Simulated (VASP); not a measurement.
A run of VASP 6.6.1 is set up as follows.

INCAR

```
SYSTEM = GaP
PREC = Accurate
ENCUT = 520
EDIFF = 1E-8
ISMEAR = -1
SIGMA = 0.05
LREAL = .FALSE.
LASPH = .TRUE.
NELM = 60
ALGO = Normal
ISIF = 2
LWAVE = .FALSE.
LCHARG = .FALSE.
GGA = PE
LEFG = .TRUE.
NBANDS = 16
```

File KPOINTS:

```
Automatic mesh
0
G
  10 10 10
  0 0 0
```

Contents of POSCAR:

```
GaP
1.0
    0.0000000000      2.7252500000      2.7525025000
    2.7252500000      0.0000000000      2.7525025000
    2.7252500000      2.7252500000      0.0000000000
Ga P
1 1
Direct
    0.0000000000      0.0000000000      0.0000000000
    0.7500000000      0.7500000000      0.7500000000
```

Potentials or basis: VASP PAW PBE potentials, release 64 (Ga_d, P).

The run is started by

```sh
$ cat potpaw_PBE.64/Ga_d/POTCAR potpaw_PBE.64/P/POTCAR > POTCAR
$ mpirun -np 1 vasp_std > vasp.out
```

Task: Predict the band gap on the k mesh.

Result: 1.57 eV (least direct gap 1.72 eV).

Task: Estimate the pressure.

Result: 1.6 GPa.

Stress tensor (GPa, compression positive):
```
1.88 0.00 0.00
0.00 1.88 0.00
0.00 0.00 1.13
```

Caveat: the cell differs from its parent crystal (zz strain of +1 %); without QUAD_EFG the Cq values of the log hold for a quadrupole moment of 1 mb, not for the nuclei. A k mesh can miss the band edges.
